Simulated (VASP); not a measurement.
# IrS (P-6m2) in VASP: notebook

IrS is run at these levels: PBE; tasks: single point.

Everything below comes from runs of VASP 6.6.1. Logs are shortened: lines on timing, memory, paths and dates and some standing lists are left out, and cuts for length are marked.

**1. The cell of the first run**

The structure is hexagonal, space group P-6m2 (No. 187). The conventional cell has a = 3.466 Å, b = 3.466 Å, c = 4.317 Å, α = 90.00°, β = 90.00°, γ = 120.00°. Within 3.9 Å of Ir (site symmetry -6m2) lie 6 S at 2.94 Å and 6 Ir at 3.47 Å. Within 3.9 Å of S (site symmetry -6m2) lie 6 Ir at 2.94 Å and 6 S at 3.47 Å.

**2. Single point, PBE (22.46 Å³/atom)**

The input, INCAR:

```
SYSTEM = IrS
PREC = Accurate ; ENCUT = 500
EDIFF = 1E-6 ; ISMEAR = -1
SIGMA = 0.05 ; LREAL = .FALSE.
LASPH = .TRUE. ; NELM = 120
ALGO = Normal ; ISIF = 2
LWAVE = .FALSE. ; LCHARG = .TRUE.
GGA = PE ; LELF = .TRUE.
LVHAR = .TRUE. ; NBANDS = 14
GGA_COMPAT = .FALSE.
```

The input, KPOINTS:

```
regular mesh
0
G
  9 9 6
  0 0 0
```

The input, POSCAR:

```
IrS
1.0
    3.4662771480      0.0000000000      0.0000000000
   -1.7331385690      3.0018840643      0.0000000000
    0.0000000000      0.0000000000      4.3165208041
Ir S
1 1
Direct
    0.0000000000      0.0000000000      0.5000000000
    0.6666666700      0.3333333300      0.0000000000
```

Potentials or basis: VASP PAW PBE potentials, release 64 (Ir, S).

Command:

```console
$ cat potpaw_PBE.64/Ir/POTCAR potpaw_PBE.64/S/POTCAR > POTCAR
$ mpirun -np 1 vasp_std > vasp.out
```

OUTCAR:

```text
SYSTEM = IrS
   PREC = Accurate
   ENCUT = 500
   EDIFF = 1E-6
   ISMEAR = -1
   LREAL = .FALSE.
   LASPH = .TRUE.
   NELM = 120
   ISIF = 2
   GGA = PE

 ion  position               nearest neighbor table
   1  0.000  0.000  0.500-   2 2.94   2 2.94   2 2.94   2 2.94   2 2.94   2 2.94
   2  0.667  0.333  0.000-   1 2.94   1 2.94   1 2.94   1 2.94   1 2.94   1 2.94

  LATTYP: Found a hexagonal cell.
 ALAT       =     3.4662771480
 C/A-ratio  =     1.2452901542

  Lattice vectors:

 A1 = (   3.4662771480,   0.0000000000,   0.0000000000)
 A2 = (  -1.7331385690,   3.0018840643,   0.0000000000)
 A3 = (   0.0000000000,   0.0000000000,   4.3165208041)

Analysis of symmetry for initial positions (statically):
=====================================================================
 Subroutine PRICEL returns:
 Original cell was already a primitive cell.

 Routine SETGRP: Setting up the symmetry group for a
 hexagonal supercell.

 Subroutine GETGRP returns: Found 12 space group operations
 (whereof 12 operations were pure point group operations)
 out of a pool of 24 trial point group operations.

The static configuration has the point symmetry D_3h.

Analysis of symmetry for dynamics (positions and initial velocities):
=====================================================================
 Subroutine PRICEL returns:
 Original cell was already a primitive cell.

 Routine SETGRP: Setting up the symmetry group for a
 hexagonal supercell.

 Subroutine GETGRP returns: Found 12 space group operations
 (whereof 12 operations were pure point group operations)
 out of a pool of 24 trial point group operations.

The dynamic configuration has the point symmetry D_3h.

 Subroutine INISYM returns: Found 12 space group operations
 (whereof 12 operations are pure point group operations),
 and found     1 'primitive' translations

----------------------------------------------------------------------------------------

                                     Primitive cell

  volume of cell :      44.9150

  direct lattice vectors                    reciprocal lattice vectors
     3.466277148  0.000000000  0.000000000     0.288493954  0.166562062  0.000000000
    -1.733138569  3.001884064  0.000000000     0.000000000  0.333124124  0.000000000
     0.000000000  0.000000000  4.316520804     0.000000000  0.000000000  0.231668060

  length of vectors
     3.466277148  3.466277143  4.316520804     0.333124124  0.333124124  0.231668060

  position of ions in fractional coordinates (direct lattice)
     0.000000000  0.000000000  0.500000000
     0.666666670  0.333333330  0.000000000

  ion indices of the primitive-cell ions
   primitive index   ion index
                 1           1
                 2           2

----------------------------------------------------------------------------------------

 KPOINTS: regular mesh

Automatic generation of k-mesh.
 Grid dimensions read from file:
 generate k-points for:    9    9    6

 Generating k-lattice:

  Cartesian coordinates                     Fractional coordinates (reciprocal lattice)
     0.032054884  0.018506896  0.000000000     0.111111111  0.000000000  0.000000000
     0.000000000  0.037013792  0.000000000     0.000000000  0.111111111  0.000000000
     0.000000000  0.000000000  0.038611343     0.000000000  0.000000000  0.166666667

  Length of vectors
     0.037013792  0.037013792  0.038611343

  Shift w.r.t. Gamma in fractional coordinates (k-lattice)
     0.000000000  0.000000000  0.000000000

 Subroutine IBZKPT returns following result:
 ===========================================

 Found     48 irreducible k-points:

 Following reciprocal coordinates:
            Coordinates               Weight
  0.000000  0.000000  0.000000      1.000000
  0.111111  0.000000  0.000000      6.000000
  0.222222 -0.000000  0.000000      6.000000
  0.333333 -0.000000  0.000000      6.000000
  0.444444 -0.000000  0.000000      6.000000
  0.111111  0.111111  0.000000      6.000000
[... 16 lines left out ...]
  0.333333  0.222222  0.166667     24.000000
  0.333333  0.333333  0.166667      4.000000
 [... further k-points ...]
   k-points           NKPTS =     48   k-points in BZ     NKDIM =     48   number of bands    NBANDS=     14
   number of dos      NEDOS =    301   number of ions     NIONS =      2
   total plane-waves  NPLWV =  25088
   dimension x,y,z NGX =    28 NGY =   28 NGZ =   32
   dimension x,y,z NGXF=    56 NGYF=   56 NGZF=   64
   ions per type =               1   1
   NGX,Y,Z   is equivalent  to a cutoff of  13.43, 13.43, 12.32 a.u.
   NGXF,Y,Z  is equivalent  to a cutoff of  26.86, 26.86, 24.65 a.u.
 SYSTEM =  IrS
   PREC   = accura    normal or accurate (medium, high low for compatibility)
   ISTART =      0    job   : 0-new  1-cont  2-samecut
   ICHARG =      2    charge: 1-file 2-atom 10-const
   ISPIN  =      1    spin polarized calculation?
   LNONCOLLINEAR =      F non collinear calculations
   LSORBIT =      F    spin-orbit coupling
   LASPH  =      T    aspherical Exc in radial PAW
   ENCUT  =  500.0 eV  36.75 Ry    6.06 a.u.   6.32  6.32  7.87*2*pi/ulx,y,z
   NELM   =    120;   NELMIN=  2; NELMDL= -5     # of ELM steps
   EDIFF  = 0.1E-05   stopping-criterion for ELM
   LREAL  =      F    real-space projection
   EDIFFG = 0.1E-04   stopping-criterion for IOM
   NSW    =      0    number of steps for IOM
   IBRION =     -1    ionic relax: 0-MD 1-quasi-New 2-CG
   NFREE  =      0    steps in history (QN), initial steepest desc. (CG)
   ISIF   =      2    stress and relaxation
   ISYM   =      2    0-nonsym 1-usesym 2-fastsym
   POTIM  = 0.5000    time-step for ionic-motion
   TEBEG  =    0.0;   TEEND  =   0.0 temperature during run
   PSTRESS=    0.0 pullay stress
   NELECT =      15.0000    total number of electrons
   NUPDOWN=      -1.0000    fix difference up-down
   EMIN   =  10.00;   EMAX   =-10.00  energy-range for DOS
   EFERMI =   0.00;   METHOD = LEGACY
   ISMEAR =    -1;   SIGMA  =   0.05  broadening in eV -4-tet -1-fermi 0-gaus
   EFERMI_NEDOS =   21; number of points for ismear=-14 and -15
   IALGO  =     38    algorithm
   IMIX   =      4    mixing-type and parameters
     AMIX     =   0.40;   BMIX     =  1.00
     AMIX_MAG =   1.60;   BMIX_MAG =  1.00
  volume/ion in A,a.u.               =      22.46       151.55
  Fermi-wavevector in a.u.,A,eV,Ry     =   1.135817  2.146382 17.552597  1.290080
  Thomas-Fermi vector in A             =   2.272522
   LORBIT       =      0    0 simple, 1 ext, 2 COOP (PROOUT), +10 PAW based schemes
   GGA     = PE    functional components
   LHFCALC =     F    Hartree Fock is set to
   AEXX    =    0.0000 exact exchange contribution
   IVDW    =     0    specifies the selected vdW correction
   LEPSILON=     F    determine dielectric tensor
   LRPA    =     F    only Hartree local field effects (RPA)
 non-spin polarized calculation
  energy-cutoff  :      500.00
  volume of cell :       44.91
 maximum number of plane-waves:      1157
 NGX is ok and might be reduce to    28
   NGX = 13   NGY = 13   NGZ = 15

 number of electron      14.9999999 magnetization

 Free energy of the ion-electron system (eV)
  ---------------------------------------------------
  ext. energy  EPLUGINS =         0.00000000
  ---------------------------------------------------
  free energy    TOTEN  =        -9.74221446 eV

  energy without entropy =       -9.71273217  energy(sigma->0) =       -9.72747331

 E-fermi :   3.8348     XC(G=0): -10.3995

 val. band max:        3.8193097013   @ k =   0.4444   0.1111   0.1667
 cond. band min:       3.8454914884   @ k =   0.3333  -0.0000   0.1667
 fundamental gap:      0.0261817871
 Fermi energy:         3.8347929591

 k-point     1 :       0.0000    0.0000    0.0000
  band No.  band energies     occupation
      1      -9.4280      2.00000
      2       0.6905      2.00000
      3       0.7555      2.00000
      4       1.8873      2.00000
      5       1.8873      2.00000
      6       3.0845      2.00000
      7       3.0845      2.00000
      8       3.7983      1.34943
      9       4.2954      0.00020
     10       4.2954      0.00020
     11      11.8678      0.00000
     12      13.5471      0.00000
     13      13.5471      0.00000
     14      14.7867      0.00000

 k-point     2 :       0.1111    0.0000    0.0000
  band No.  band energies     occupation
      1      -9.3181      2.00000
      2       0.6366      2.00000
      3       0.8928      2.00000
      4       1.5135      2.00000
      5       1.9823      2.00000
      6       3.0478      2.00000
      7       3.2192      1.99999
      8       3.3055      1.99995
      9       4.1926      0.00156
     10       4.8370      0.00000
     11      12.1485      0.00000
     12      13.1693      0.00000
     13      13.7415      0.00000
     14      13.9418      0.00000

 k-point     3 :       0.2222   -0.0000    0.0000
  band No.  band energies     occupation
      1      -9.0185      2.00000
      2       0.4008      2.00000
      3       0.5126      2.00000
      4       1.4237      2.00000
      5       2.2161      2.00000
      6       2.8211      2.00000
      7       2.9566      2.00000
      8       3.8111      1.23259
      9       3.9818      0.10042
     10       5.2989      0.00000
     11      11.8404      0.00000
     12      12.3561      0.00000
     13      13.2189      0.00000
     14      14.9347      0.00000
[... 324 lines left out ...]
 k-point    23 :       0.3333    0.2222    0.1667
  band No.  band energies     occupation
      1      -8.2047      2.00000
      2      -0.7112      2.00000
      3       0.1150      2.00000
      4       0.7362      2.00000
      5       2.1323      2.00000
      6       2.9416      2.00000
      7       3.2431      1.99999
      8       3.8511      0.83874
      9       4.8704      0.00000
     10       7.2483      0.00000
     11       9.1882      0.00000
     12      11.4750      0.00000
     13      12.3140      0.00000
     14      13.9961      0.00000

 k-point    24 :       0.3333    0.3333    0.1667
  band No.  band energies     occupation
      1      -8.1293      2.00000
      2      -0.4594      2.00000
      3       0.1425      2.00000
      4       0.1559      2.00000
      5       2.3272      2.00000
      6       2.8123      2.00000
      7       3.2221      1.99999
      8       3.7424      1.72756
      9       5.1272      0.00000
     10       7.3384      0.00000
     11       9.9577      0.00000
     12      10.4816      0.00000
     13      12.1390      0.00000
     14      14.4173      0.00000

 [... further k-points ...]

------------------------ aborting loop because EDIFF is reached ----------------------------------------

  FORCE on cell =-STRESS in cart. coord.  units (eV):
  Direction    XX          YY          ZZ          XY          YZ          ZX
  --------------------------------------------------------------------------------------
  -------------------------------------------------------------------------------------
  Total       -6.7937725     -6.7937725     -9.7489310     -0.0000000     -0.0000000      0.0000000
  in kB     -242.3430371   -242.3430367   -347.7575301     -0.0000004     -0.0000000      0.0000000
  external PRESSURE =    -277.4812013 kB  Pullay stress =       0.0000000 kB

 VOLUME and BASIS-vectors are now :
 -----------------------------------------------------------------------------
  energy-cutoff  :      500.00
  volume of cell :       44.91
      direct lattice vectors                 reciprocal lattice vectors
     3.466277148  0.000000000  0.000000000     0.288493954  0.166562062  0.000000000
    -1.733138569  3.001884064  0.000000000     0.000000000  0.333124124  0.000000000
     0.000000000  0.000000000  4.316520804     0.000000000  0.000000000  0.231668060

 POSITION                                       TOTAL-FORCE (eV/Angst)
 -----------------------------------------------------------------------------------
      0.00000      0.00000      2.15826        -0.000000      0.000000      0.000000
      1.73314      1.00063      0.00000         0.000000     -0.000000      0.000000
 -----------------------------------------------------------------------------------
    total drift:                               -0.000010      0.000005      0.000000

  FREE ENERGIE OF THE ION-ELECTRON SYSTEM (eV)
  ---------------------------------------------------
  free  energy   TOTEN  =        -9.7422144569 eV

  energy  without entropy=       -9.7127321653  energy(sigma->0) =       -9.72747331
```

Run time: 38 s. Hardware: 1 thread of Intel Xeon 8259CL, shared host; peak memory 0.18 GiB.

What came out:

```yaml
Free_energy: -9.7422 eV
Pressure: -27.7 GPa
Band_gap_on_the_k_mesh: zero (an odd number of electrons rules out a gap without spin polarisation)
```

Stress tensor (GPa, compression positive):
```
-24.23   0.00   0.00
  0.00 -24.23   0.00
  0.00   0.00 -34.78
```

Levels at points of the mesh, in eV from the Fermi level:
| k point | band 3 | band 4 | band 5 | band 6 | band 7 | band 8 | band 9 | band 10 | band 11 | band 12 |
| --- | --- | --- | --- | --- | --- | --- | --- | --- | --- | --- |
| (0.00, 0.00, 0.00) | -3.08 | -1.95 | -1.95 | -0.75 | -0.75 | -0.04 | 0.46 | 0.46 | 8.03 | 9.71 |
| (0.00, 0.00, 0.50) | -1.63 | -1.57 | -1.57 | -1.44 | -1.44 | 0.65 | 0.65 | 4.05 | 6.05 | 9.83 |

Caveat: the stress differs along the axes, from -35 to -24 GPa; spin-orbit coupling is left out, which moves the levels of the heavy elements; an odd number of electrons without spin polarisation forces a metal; a magnetic or distorted state may lie lower.

**3. Single point, PBE**

This run uses another cell than the first one, of 22.92 Å³/atom.

The input, INCAR:

```
  PREC = Accurate
  ENCUT = 500
  EDIFF = 1E-6
  ISMEAR = -1
  SIGMA = 0.05
  LREAL = False
  LASPH = True
  NELM = 120
  ALGO = Normal
  ISIF = 2
  LWAVE = False
  LCHARG = False
  GGA = PE
  NBANDS = 14
  GGA_COMPAT = False
```

The input, KPOINTS:

```
regular mesh
0
Gamma
  9 9 6
```

The input, POSCAR:

```
IrS
1.0
    3.4896986500      0.0000000000      0.0000000000
   -1.7448493200      3.0221676800      0.0000000000
    0.0000000000      0.0000000000      4.3456873700
Ir S
1 1
Direct
    0.0000000000      0.0000000000      0.5000000000
    0.6666666700      0.3333333300      0.0000000000
```

Potentials or basis: VASP PAW PBE potentials, release 64 (Ir, S).

Command:

```console
$ cat potpaw_PBE.64/Ir/POTCAR potpaw_PBE.64/S/POTCAR > POTCAR
$ mpirun -np 1 vasp_std > vasp.out
```

OUTCAR:

```text
PREC = Accurate
   ENCUT = 500
   EDIFF = 1E-6
   ISMEAR = -1
   LREAL = False
   LASPH = True
   NELM = 120
   ISIF = 2
   GGA = PE

 ion  position               nearest neighbor table
   1  0.000  0.000  0.500-   2 2.96   2 2.96   2 2.96   2 2.96   2 2.96   2 2.96
   2  0.667  0.333  0.000-   1 2.96   1 2.96   1 2.96   1 2.96   1 2.96   1 2.96

  LATTYP: Found a hexagonal cell.
 ALAT       =     3.4896986500
 C/A-ratio  =     1.2452901542

  Lattice vectors:

[... 593 lines left out ...]
 [... further k-points ...]

------------------------ aborting loop because EDIFF is reached ----------------------------------------

  FORCE on cell =-STRESS in cart. coord.  units (eV):
  Direction    XX          YY          ZZ          XY          YZ          ZX
  --------------------------------------------------------------------------------------
  -------------------------------------------------------------------------------------
  Total       -6.8859546     -6.8859545     -9.9283926     -0.0000000      0.0000000      0.0000000
  in kB     -240.7186684   -240.7186680   -347.0759842     -0.0000004      0.0000000      0.0000000
  external PRESSURE =    -276.1711069 kB  Pullay stress =       0.0000000 kB

 VOLUME and BASIS-vectors are now :
 -----------------------------------------------------------------------------
  energy-cutoff  :      500.00
  volume of cell :       45.83
      direct lattice vectors                 reciprocal lattice vectors
     3.489698650  0.000000000  0.000000000     0.286557695  0.165444162  0.000000000
    -1.744849320  3.022167680  0.000000000     0.000000000  0.330888325  0.000000000
     0.000000000  0.000000000  4.345687370     0.000000000  0.000000000  0.230113194

 POSITION                                       TOTAL-FORCE (eV/Angst)
 -----------------------------------------------------------------------------------
      0.00000      0.00000      2.17284        -0.000000      0.000000      0.000000
      1.74485      1.00739      0.00000         0.000000      0.000000      0.000000
 -----------------------------------------------------------------------------------
    total drift:                               -0.000009      0.000005      0.000000

  FREE ENERGIE OF THE ION-ELECTRON SYSTEM (eV)
  ---------------------------------------------------
  free  energy   TOTEN  =        -9.5841745220 eV

  energy  without entropy=       -9.5540717832  energy(sigma->0) =       -9.56912315
```

Wall time 46 s (1 thread of Intel Xeon 8259CL, shared host); peak memory 0.18 GiB.

Results:

```yaml
Free_energy: -9.5842 eV
Pressure: -27.6 GPa
Band_gap_on_the_k_mesh: zero (an odd number of electrons rules out a gap without spin polarisation)
```

Caveat: the stress differs along the axes, from -35 to -24 GPa; spin-orbit coupling is left out, which moves the levels of the heavy elements; an odd number of electrons without spin polarisation forces a metal; a magnetic or distorted state may lie lower.

(Continued in part 2 of 2.)

The gap in the log of VASP goes by the Fermi energy; the results here count the filled bands.